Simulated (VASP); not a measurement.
# Ti2O (P-3m1) in VASP: notebook, part 2 of 2

VASP 6.6.1. The steps go on from the part before.

### 3 Single point, r2SCAN+U (strain +0.080 along x and y, -0.080 along z)

File POSCAR:

```
Ti2O
1.0
    3.2063198354      0.0000000000      0.0000000000
   -1.6031599177      2.7767544301      0.0000000000
    0.0000000000      0.0000000000      4.4976411981
Ti O
2 1
Direct
    0.6666666667      0.3333333333      0.2707615662
    0.3333333333      0.6666666667      0.7292384338
    0.0000000000      0.0000000000      0.0000000000
```

File INCAR.step1:

```
SYSTEM = Ti2O
PREC     = Accurate       ! precision mode
ENCUT    = 660            ! plane-wave cutoff, eV
ISMEAR   = 0              ! smearing method
SIGMA    = 0.15           ! smearing width, eV
LREAL    = .FALSE.        ! projectors in reciprocal space
LASPH    = .TRUE.         ! aspherical terms in the spheres
NELM     = 200            ! most SCF steps
LMAXMIX  = 4              ! l up to which the mixer works
LDAU     = .TRUE.         ! DFT+U
LDAUTYPE = 2            
LDAUL    = 2 -1           ! shell
LDAUU    = 4 0            ! U, eV
LDAUJ    = 0 0          
NBANDS   = 22             ! bands
GGA      = PE             ! functional
ALGO     = Normal         ! electronic algorithm
EDIFF    = 1E-5           ! SCF threshold, eV
LWAVE    = .TRUE.         ! write WAVECAR
LCHARG   = .FALSE.        ! write CHGCAR
GGA_COMPAT= .FALSE.
```

File INCAR.step2:

```
SYSTEM = Ti2O
PREC     = Accurate       ! precision mode
ENCUT    = 660            ! plane-wave cutoff, eV
EDIFF    = 1E-6           ! SCF threshold, eV
ISMEAR   = 0              ! smearing method
SIGMA    = 0.15           ! smearing width, eV
LREAL    = .FALSE.        ! projectors in reciprocal space
LASPH    = .TRUE.         ! aspherical terms in the spheres
NELM     = 200            ! most SCF steps
ALGO     = Normal         ! electronic algorithm
ISIF     = 2              ! what is computed and relaxed
LWAVE    = .FALSE.        ! write WAVECAR
LCHARG   = .FALSE.        ! write CHGCAR
LMAXMIX  = 4              ! l up to which the mixer works
LDAU     = .TRUE.         ! DFT+U
LDAUTYPE = 2            
LDAUL    = 2 -1           ! shell
LDAUU    = 4 0            ! U, eV
LDAUJ    = 0 0          
LDAUPRINT= 1            
METAGGA  = R2SCAN         ! meta-GGA
LMIXTAU  = .TRUE.       
NBANDS   = 22             ! bands
ISTART   = 1            
GGA_COMPAT= .FALSE.
```

File KPOINTS:

```
Automatic mesh
0
G
  18 18 10
  0 0 0
```

Potentials or basis: VASP PAW PBE potentials, release 64 (Ti_sv, O).

Launch:

```
$ cat potpaw_PBE.64/Ti_sv/POTCAR potpaw_PBE.64/O/POTCAR > POTCAR
$ cp INCAR.step1 INCAR
$ mpirun -np 1 vasp_std > vasp.out
$ cp INCAR.step2 INCAR
$ mpirun -np 1 vasp_std > vasp.out
```

OUTCAR:

```text
SYSTEM = Ti2O
   PREC = Accurate
   ENCUT = 660
   EDIFF = 1E-6
   ISMEAR = 0
   LREAL = .FALSE.
   LASPH = .TRUE.
   NELM = 200
   ISIF = 2
   METAGGA = R2SCAN
   ISTART = 1

 ion  position               nearest neighbor table
   1  0.667  0.333  0.271-   3 2.22   3 2.22   3 2.22   2 2.77   2 2.77   2 2.77
   2  0.333  0.667  0.729-   3 2.22   3 2.22   3 2.22   1 2.77   1 2.77   1 2.77
   3  0.000  0.000  0.000-   1 2.22   2 2.22   2 2.22   1 2.22   1 2.22   2 2.22

  LATTYP: Found a hexagonal cell.
 ALAT       =     3.2063198354
 C/A-ratio  =     1.4027425301

  Lattice vectors:

 A1 = (   3.2063198354,   0.0000000000,   0.0000000000)
 A2 = (  -1.6031599177,   2.7767544301,   0.0000000000)
 A3 = (   0.0000000000,   0.0000000000,   4.4976411981)

Analysis of symmetry for initial positions (statically):
=====================================================================
 Subroutine PRICEL returns:
 Original cell was already a primitive cell.

 Routine SETGRP: Setting up the symmetry group for a
 hexagonal supercell.

 Subroutine GETGRP returns: Found 12 space group operations
 (whereof 12 operations were pure point group operations)
 out of a pool of 24 trial point group operations.

The static configuration has the point symmetry D_3d.

Analysis of symmetry for dynamics (positions and initial velocities):
=====================================================================
 Subroutine PRICEL returns:
 Original cell was already a primitive cell.
[... 211 lines left out ...]
  o =  0.1470  v =  0.0000  0.0000  0.0000  0.0000  0.0000  0.7563  0.0000 -0.0000 -0.6542 -0.0000      0.0000  0.0000  0.0000  0.0000  0.0000  0.0000  0.0000  0.0000  0.0000  0.0000
  o =  0.1723  v =  0.0000  0.7563  0.0000  0.0000  0.6542  0.0000  0.0000  0.0000  0.0000  0.0000      0.0000  0.0000  0.0000  0.0000  0.0000  0.0000  0.0000  0.0000  0.0000  0.0000
  o =  0.1723  v =  0.0000  0.0000  0.0000  0.0000  0.0000  0.0000  0.7563  0.0000  0.0000  0.6542      0.0000  0.0000  0.0000  0.0000  0.0000  0.0000  0.0000  0.0000  0.0000  0.0000
  o =  0.1723  v =  0.0000  0.0000  0.0000  0.0000  0.0000 -0.6542  0.0000  0.0000 -0.7563  0.0000      0.0000  0.0000  0.0000  0.0000  0.0000  0.0000  0.0000  0.0000  0.0000  0.0000
  o =  0.1723  v = -0.6542  0.0000  0.0000 -0.7563  0.0000  0.0000  0.0000  0.0000  0.0000  0.0000      0.0000  0.0000  0.0000  0.0000  0.0000  0.0000  0.0000  0.0000  0.0000  0.0000
  o =  0.2191  v =  0.0000  0.0000  0.0000  0.0000  0.0000  0.0000 -0.0000  1.0000 -0.0000 -0.0000      0.0000  0.0000  0.0000  0.0000  0.0000  0.0000  0.0000  0.0000  0.0000  0.0000
  o =  0.2191  v =  0.0000 -0.0000  1.0000 -0.0000 -0.0000  0.0000  0.0000  0.0000  0.0000  0.0000      0.0000  0.0000  0.0000  0.0000  0.0000  0.0000  0.0000  0.0000  0.0000  0.0000

 number of electron      30.0000000 magnetization

 Free energy of the ion-electron system (eV)
  ---------------------------------------------------
  ext. energy  EPLUGINS =         0.00000000
  ---------------------------------------------------
  free energy    TOTEN  =       -31.41058616 eV

  energy without entropy =      -31.40004156  energy(sigma->0) =      -31.40531386

 E-fermi :   9.6019     XC(G=0): -12.6362

 val. band max:        9.5990544678   @ k =   0.3889   0.0000   0.4000
 cond. band min:       9.6040937890   @ k =   0.3889   0.0556   0.5000
 fundamental gap:      0.0050393212
 Fermi energy:         9.6018852664

 k-point     1 :       0.0000    0.0000    0.0000
  band No.  band energies     occupation
      1     -51.5029      2.00000
      2     -51.3642      2.00000
      3     -26.9265      2.00000
      4     -26.5722      2.00000
      5     -26.5722      2.00000
      6     -26.4396      2.00000
[... 589 lines left out ...]
     21      12.3369      0.00000
     22      12.8547      0.00000

 [... further k-points ...]

------------------------ aborting loop because EDIFF is reached ----------------------------------------

  FORCE on cell =-STRESS in cart. coord.  units (eV):
  Direction    XX          YY          ZZ          XY          YZ          ZX
  --------------------------------------------------------------------------------------
  -------------------------------------------------------------------------------------
  Total       -4.7319758     -4.7319758      4.7648598     -0.0000000      0.0000000      0.0000000
  in kB     -189.3319785   -189.3319785    190.6477060     -0.0000000      0.0000000      0.0000000
  external PRESSURE =     -62.6720837 kB  Pullay stress =       0.0000000 kB

 VOLUME and BASIS-vectors are now :
 -----------------------------------------------------------------------------
  energy-cutoff  :      660.00
  volume of cell :       40.04
      direct lattice vectors                 reciprocal lattice vectors
     3.206319835  0.000000000  0.000000000     0.311884045  0.180066337  0.000000000
    -1.603159918  2.776754430  0.000000000     0.000000000  0.360132675  0.000000000
     0.000000000  0.000000000  4.497641198     0.000000000  0.000000000  0.222338767

 POSITION                                       TOTAL-FORCE (eV/Angst)
 -----------------------------------------------------------------------------------
      1.60316      0.92558      1.21779        -0.000000      0.000000     -1.249110
     -0.00000      1.85117      3.27985         0.000000     -0.000000      1.249110
      0.00000      0.00000      0.00000        -0.000000      0.000000      0.000000
 -----------------------------------------------------------------------------------
    total drift:                                0.000000      0.000000     -0.000000

  FREE ENERGIE OF THE ION-ELECTRON SYSTEM (eV)
  ---------------------------------------------------
  free  energy   TOTEN  =       -31.4105861574 eV

  energy  without entropy=      -31.4000415584  energy(sigma->0) =      -31.40531386
```

OUTCAR.step1:

```text
SYSTEM = Ti2O
   PREC = Accurate
   ENCUT = 660
   ISMEAR = 0
   LREAL = .FALSE.
   LASPH = .TRUE.
   NELM = 200
[... 829 lines left out ...]
      1.60316      0.92558      1.21779        -0.000000      0.000000     -1.309042
     -0.00000      1.85117      3.27985         0.000000     -0.000000      1.309042
      0.00000      0.00000      0.00000         0.000000      0.000000      0.000000
 -----------------------------------------------------------------------------------
    total drift:                                0.000000      0.000000     -0.000000

  FREE ENERGIE OF THE ION-ELECTRON SYSTEM (eV)
  ---------------------------------------------------
  free  energy   TOTEN  =       -19.6191355280 eV

  energy  without entropy=      -19.6075307844  energy(sigma->0) =      -19.61333316
```

It took 35 min on 1 thread of Oxide Virtual Turin-like, shared host; peak memory 0.43 GiB.

What came out:

| Item | Value |
| --- | --- |
| Free energy | -31.4106 eV |
| Pressure | -6.3 GPa |
| Largest force | 1.249 eV/Å |
| Band gap on the k mesh | zero (bands 15 and 16 overlap by 0.59 eV) |

Forces in eV/Å, atoms in the order of the input:
```
Ti   0.000  0.000 -1.249
Ti   0.000  0.000  1.249
O    0.000  0.000  0.000
```

Levels at points of the mesh, in eV from the Fermi level:
| k point | band 13 | band 14 | band 15 | band 16 | band 17 | band 18 |
| --- | --- | --- | --- | --- | --- | --- |
| (0.00, 0.00, 0.00) | -4.56 | -0.45 | 0.30 | 0.30 | 0.67 | 1.04 |
| (0.50, 0.00, 0.00) | -2.52 | -1.93 | -1.25 | 1.01 | 2.09 | 2.30 |
| (0.00, 0.00, 0.50) | -2.03 | -1.41 | -0.09 | -0.09 | 1.34 | 1.49 |
| (0.50, 0.00, 0.50) | -1.82 | -1.63 | -0.46 | -0.17 | 0.63 | 2.12 |

Eigenvalues of the final occupation matrices:
```tsv
site	spin	trace	eigenvalues
site 1 d	1	0.86	0.15 0.15 0.17 0.17 0.22
site 1 d	2	0.86	0.15 0.15 0.17 0.17 0.22
site 2 d	1	0.86	0.15 0.15 0.17 0.17 0.22
site 2 d	2	0.86	0.15 0.15 0.17 0.17 0.22
```

Caveat: the cell differs from its parent crystal (strain +0.080 along x and y, -0.080 along z); the stress differs along the axes, from -19 to 19 GPa; the PAW data sets were made with another functional, which shifts forces and pressure a little; U without spin polarisation on a metal has little footing.

### 4 Single point, r2SCAN+U (strain -0.080 along x and y, -0.040 along z)

File POSCAR:

```
Ti2O
1.0
    2.7313094894      0.0000000000      0.0000000000
   -1.3656547447      2.3653834034      0.0000000000
    0.0000000000      0.0000000000      4.6931908154
Ti O
2 1
Direct
    0.6666666667      0.3333333333      0.2707615662
    0.3333333333      0.6666666667      0.7292384338
    0.0000000000      0.0000000000      0.0000000000
```

File INCAR.step1:

```
ALGO = Normal
EDIFF = 1E-5
ENCUT = 660
GGA = PE
GGA_COMPAT = False
ISMEAR = 0
LASPH = True
LCHARG = False
LDAU = True
LDAUJ = 0 0
LDAUL = 2 -1
LDAUTYPE = 2
LDAUU = 4 0
LMAXMIX = 4
LREAL = False
LWAVE = True
NBANDS = 22
NELM = 200
PREC = Accurate
SIGMA = 0.15
```

File INCAR.step2:

```
ALGO = Normal
EDIFF = 1E-6
ENCUT = 660
GGA_COMPAT = False
ISIF = 2
ISMEAR = 0
ISTART = 1
LASPH = True
LCHARG = False
LDAU = True
LDAUJ = 0 0
LDAUL = 2 -1
LDAUPRINT = 1
LDAUTYPE = 2
LDAUU = 4 0
LMAXMIX = 4
LMIXTAU = True
LREAL = False
LWAVE = False
METAGGA = R2SCAN
NBANDS = 22
NELM = 200
PREC = Accurate
SIGMA = 0.15
```

File KPOINTS:

```
k-points
0
Gamma
  18 18 10
```

Potentials or basis: VASP PAW PBE potentials, release 64 (Ti_sv, O).

Launch:

```
$ cat potpaw_PBE.64/Ti_sv/POTCAR potpaw_PBE.64/O/POTCAR > POTCAR
$ cp INCAR.step1 INCAR
$ mpirun -np 1 vasp_std > vasp.out
$ cp INCAR.step2 INCAR
$ mpirun -np 1 vasp_std > vasp.out
```

OUTCAR:

```text
EDIFF = 1E-6
   ENCUT = 660
   ISIF = 2
   ISMEAR = 0
   ISTART = 1
   LASPH = True
   LREAL = False
   METAGGA = R2SCAN
   NELM = 200
   PREC = Accurate

 ion  position               nearest neighbor table
   1  0.667  0.333  0.271-   3 2.03   3 2.03   3 2.03   2 2.67   2 2.67   2 2.67
   2  0.333  0.667  0.729-   3 2.03   3 2.03   3 2.03   1 2.67   1 2.67   1 2.67
   3  0.000  0.000  0.000-   1 2.03   2 2.03   2 2.03   1 2.03   1 2.03   2 2.03

[... 867 lines left out ...]

  FORCE on cell =-STRESS in cart. coord.  units (eV):
  Direction    XX          YY          ZZ          XY          YZ          ZX
  --------------------------------------------------------------------------------------
  -------------------------------------------------------------------------------------
  Total       14.2624512     14.2624512     11.3740575      0.0000000     -0.0000000      0.0000000
  in kB      753.6402470    753.6402470    601.0150283      0.0000000     -0.0000000      0.0000000
  external PRESSURE =     702.7651741 kB  Pullay stress =       0.0000000 kB

 VOLUME and BASIS-vectors are now :
 -----------------------------------------------------------------------------
  energy-cutoff  :      660.00
  volume of cell :       30.32
      direct lattice vectors                 reciprocal lattice vectors
     2.731309489  0.000000000  0.000000000     0.366124749  0.211382222  0.000000000
    -1.365654745  2.365383403  0.000000000     0.000000000  0.422764444  0.000000000
     0.000000000  0.000000000  4.693190815     0.000000000  0.000000000  0.213074652

 POSITION                                       TOTAL-FORCE (eV/Angst)
 -----------------------------------------------------------------------------------
      1.36565      0.78846      1.27074        -0.000000     -0.000000      1.039253
     -0.00000      1.57692      3.42246         0.000000      0.000000     -1.039253
      0.00000      0.00000      0.00000        -0.000000      0.000000     -0.000000
 -----------------------------------------------------------------------------------
    total drift:                                0.000000      0.000000     -0.000000

  FREE ENERGIE OF THE ION-ELECTRON SYSTEM (eV)
  ---------------------------------------------------
  free  energy   TOTEN  =       -30.5018810895 eV

  energy  without entropy=      -30.4913443970  energy(sigma->0) =      -30.49661274
```

OUTCAR.step1:

```text
EDIFF = 1E-5
   ENCUT = 660
   GGA = PE
   ISMEAR = 0
[... 831 lines left out ...]
      1.36565      0.78846      1.27074        -0.000000      0.000000      0.909149
     -0.00000      1.57692      3.42246         0.000000     -0.000000     -0.909149
      0.00000      0.00000      0.00000         0.000000      0.000000      0.000000
 -----------------------------------------------------------------------------------
    total drift:                                0.000000      0.000000     -0.000000

  FREE ENERGIE OF THE ION-ELECTRON SYSTEM (eV)
  ---------------------------------------------------
  free  energy   TOTEN  =       -18.5396651060 eV

  energy  without entropy=      -18.5282872897  energy(sigma->0) =      -18.53397620
```

OSZICAR.step1:

```text
N       E                     dE             d eps       ncg     rms          rms(c)
DAV:   1     0.388029252083E+03    0.38803E+03   -0.17616E+04 14560   0.209E+03
DAV:   2     0.228374843196E+02   -0.36519E+03   -0.34887E+03 15078   0.540E+02
DAV:   3    -0.196134982751E+02   -0.42451E+02   -0.41418E+02 22490   0.161E+02
DAV:   4    -0.228079323217E+02   -0.31944E+01   -0.31750E+01 19258   0.389E+01
DAV:   5    -0.229081115009E+02   -0.10018E+00   -0.10017E+00 19136   0.632E+00    0.212E+01
DAV:   6    -0.185892297465E+02    0.43189E+01   -0.18362E+01 19622   0.480E+01    0.700E+00
DAV:   7    -0.185098705654E+02    0.79359E-01   -0.16974E+00 19202   0.108E+01    0.422E+00
DAV:   8    -0.185296255349E+02   -0.19755E-01   -0.24179E-01 20644   0.419E+00    0.118E+00
DAV:   9    -0.185379221582E+02   -0.82966E-02   -0.58226E-02 22216   0.202E+00    0.599E-01
DAV:  10    -0.185399500598E+02   -0.20279E-02   -0.20424E-02 20738   0.144E+00    0.110E-01
DAV:  11    -0.185397018909E+02    0.24817E-03   -0.19031E-03 21852   0.517E-01    0.623E-02
DAV:  12    -0.185396719799E+02    0.29911E-04   -0.16993E-04 18472   0.137E-01    0.181E-02
DAV:  13    -0.185396651060E+02    0.68740E-05   -0.22264E-05 13130   0.577E-02
   1 F= -.18539665E+02 E0= -.18533976E+02  d E =-.113778E-01
```

Wall time 34 min (1 thread of Oxide Virtual Turin-like, shared host); peak memory 0.34 GiB.

What came out:

```
Free energy            : -30.5019 eV
Pressure               : 70.3 GPa
Largest force          : 1.039 eV/Å
Band gap on the k mesh : zero (bands 15 and 16 overlap by 1.22 eV)
```

Forces on the atoms (eV/Å):
```
Ti   0.000  0.000  1.039
Ti   0.000  0.000 -1.039
O    0.000  0.000  0.000
```

Stress tensor (GPa, compression positive):
```
75.36  0.00  0.00
 0.00 75.36  0.00
 0.00  0.00 60.10
```

Eigenvalues of the final occupation matrices:
```tsv
site	spin	trace	eigenvalues
site 1 d	1	0.98	0.15 0.15 0.22 0.22 0.23
site 1 d	2	0.98	0.15 0.15 0.22 0.22 0.23
site 2 d	1	0.98	0.15 0.15 0.22 0.22 0.23
site 2 d	2	0.98	0.15 0.15 0.22 0.22 0.23
```

Caveat: the cell differs from its parent crystal (strain -0.080 along x and y, -0.040 along z); the stress differs along the axes, from 60 to 75 GPa; the PAW data sets were made with another functional, which shifts forces and pressure a little; U without spin polarisation on a metal has little footing.

### 5 Overview

```csv
cell,gap on the mesh (eV),pressure (GPa),largest force (eV/Å)
"a = 2.969, b = 2.969, c = 4.693 Å, angles 90.0, 90.0, 120.0°, 3 atoms",none,14.0,0.15
"a = 3.206, b = 3.206, c = 4.498 Å, angles 90.0, 90.0, 120.0°, 3 atoms",none,-6.3,1.25
"a = 2.731, b = 2.731, c = 4.693 Å, angles 90.0, 90.0, 120.0°, 3 atoms",none,70.3,1.04
```

Alike in all rows: task single point; level r2SCAN+U; potentials or basis VASP PAW PBE potentials, release 64 (Ti_sv, O); no spin polarisation; Ti d U = 4.0 eV; k mesh 18 × 18 × 10; cutoff (eV) 660; smearing gaussian 0.15 eV.

Caveats: the PAW data sets were made with another functional, which shifts forces and pressure a little; U without spin polarisation on a metal has little footing; the stress differs along the axes, from 10 to 22 GPa (at least some runs); the stress differs along the axes, from -19 to 19 GPa (at least some runs); the stress differs along the axes, from 60 to 75 GPa (at least some runs).

Total energies depend on the potentials used, so only differences within one code and one set of settings carry meaning.
